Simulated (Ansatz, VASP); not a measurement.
One calculation of Pt, two programs

```
Pt
1.0
     2.76067    0.00000    0.00000
    -1.38033    2.39081    0.00000
     0.00000    0.00000    4.79213
Pt
2
Direct
  0.66667 0.33333 0.75000
  0.33333 0.66667 0.25000
```

Alike in both runs: task single point; functional PBEsol; k mesh 12 × 12 × 6; occupations methfessel-paxton of order 1, width 0.5 eV; no spin polarisation.

|  | VASP | Ansatz |
| --- | --- | --- |
| version | VASP 6.6.1 | Ansatz 0.2.0 |
| potentials or method | VASP PAW PBE potentials, release 64 (Pt) | plane waves, PAW |
| plane-wave cutoff (eV) | 520 | 420 |
| valence electrons in the cell | 20 | 36 |

|  | VASP | Ansatz | Ansatz less VASP |
| --- | --- | --- | --- |
| pressure (GPa) | -11.0 | -10.6 | +0.38 |
| traceless stress, the component that is largest in VASP (GPa) | -0.61 | -0.50 | +0.102 |

VASP's potentials were made for PBE, not for PBEsol. VASP's potentials hold 20 valence electrons a cell and Ansatz's 36, so a difference there can come from the potentials and not from the codes.

Neither program's run includes spin-orbit coupling.
